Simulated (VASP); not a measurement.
**BaTiO3: single point with PBE+U**

The system is BaTiO3.

```
Ba Ti O
1.0
     3.96157    0.00000    0.00000
     0.00000    3.96157    0.00000
     0.00000    0.00000    3.96157
Ba Ti O
1 1 3
Direct
  0.50023 0.50000 0.50000
  0.00847 0.00000 0.00000
  0.48622 0.00000 0.00000
  0.99323 0.50000 0.00000
  0.99323 0.00000 0.50000
```

This cell differs from its parent crystal: atoms displaced along a vibrational mode, the cell strained.

```
Program             : VASP 6.6.1
Task                : single point
Functional          : PBE
Potentials or basis : VASP PAW PBE potentials, release 64 (Ba_sv, Ti_sv, O)
Cutoff              : 520 eV
k mesh              : 8 × 8 × 8
Occupations         : gaussian, width 0.05 eV
Spin                : no spin polarisation
Hubbard terms       : Ti d U = 4.0 eV
```

* Pressure: 14.0 GPa
* Largest force: 0.567 eV/Å
* Band gap on the k mesh: 2.31 eV (least direct gap 2.53 eV)

Forces on the atoms (eV/Å):
```
Ba  -0.009  0.000  0.000
Ti  -0.456  0.000  0.000
O    0.567  0.000  0.000
O   -0.051  0.000  0.000
O   -0.051  0.000  0.000
```

Stress tensor (GPa, compression positive):
```
14.92  0.00  0.00
 0.00 13.47  0.00
 0.00  0.00 13.47
```

Levels at points of the mesh, in eV from the valence-band top:
| k point | band 18 | band 19 | band 20 | band 21 | band 22 | band 23 |
| --- | --- | --- | --- | --- | --- | --- |
| (0.00, 0.00, 0.00) | -0.23 | -0.23 | -0.23 | 2.31 | 2.39 | 2.39 |
| (0.50, 0.00, 0.00) | -1.86 | -0.79 | -0.79 | 2.52 | 4.14 | 4.14 |
| (0.00, 0.50, 0.00) | -1.72 | -0.88 | -0.85 | 2.58 | 4.10 | 4.11 |
| (0.50, 0.50, 0.00) | -0.88 | -0.87 | -0.14 | 4.13 | 4.15 | 4.56 |
| (0.00, 0.50, 0.50) | -0.93 | -0.93 | -0.10 | 4.13 | 4.13 | 4.57 |
| (0.50, 0.50, 0.50) | -0.04 | -0.04 | 0.00 | 4.83 | 4.83 | 4.83 |

Eigenvalues of the final occupation matrices:
```tsv
site	spin	trace	eigenvalues
site 2 d	1	0.81	0.10 0.11 0.11 0.24 0.25
site 2 d	2	0.81	0.10 0.11 0.11 0.24 0.25
```

Run time: 2.4 min on 1 thread of Intel Xeon 8259CL (shared host), peak memory 0.27 GiB.

Caveat: the cell differs from its parent crystal (atoms displaced along a vibrational mode, the cell strained); the cell stands under pressure; spin-orbit coupling is left out, which moves the levels of the heavy elements. A k mesh can miss the band edges.
